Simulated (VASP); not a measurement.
Crystal: Br.

```
Br
1.0
     3.36325   -2.32255    0.00000
     3.36325    2.32255    0.00000
     0.00000    0.00000    8.70230
Br
4
Cartesian
  3.3632 0.6266 3.3948
  3.3632 1.6959 7.7459
  3.3632 -0.6266 5.3075
  3.3632 -1.6959 0.9564
```

Base run:

| Item | Value |
| --- | --- |
| Program | VASP 6.6.1 |
| Functional | revPBE |
| Potentials or basis | VASP PAW PBE potentials, release 64 (Br) |
| Cutoff | 520 eV |
| k mesh | 7 × 7 × 3 |
| Occupations | fermi-dirac, width 0.05 eV |
| Spin | no spin polarisation |

Its results: band gap on the k mesh 1.96 eV, indirect (least direct gap 1.98 eV); pressure 3.1 GPa; largest force 0.858 eV/Å.

**Question.** After a change of settings the same cell gave: band gap on the k mesh 1.90 eV, indirect (least direct gap 1.92 eV); pressure 1.9 GPa; largest force 0.882 eV/Å. Which change was it?
A. functional from revPBE to PBE; dispersion from none to D3(BJ)
B. functional from revPBE to BLYP; further incar settings from ALGO = Normal; EDIFF = 1e-07; NBANDS = 22 to ALGO = Normal; EDIFF = 1e-06; NBANDS = 22
C. functional from revPBE to PBE; occupations from fermi-dirac, width 0.05 eV to gaussian, width 0.029 eV
D. functional from revPBE to PBEsol; further incar settings from ALGO = Normal; EDIFF = 1e-07; NBANDS = 22 to ALGO = Normal; EDIFF = 1e-06; NBANDS = 22

**Answer.** C.

Caveats: the PAW data sets were made with another functional, which shifts forces and pressure a little (some runs).
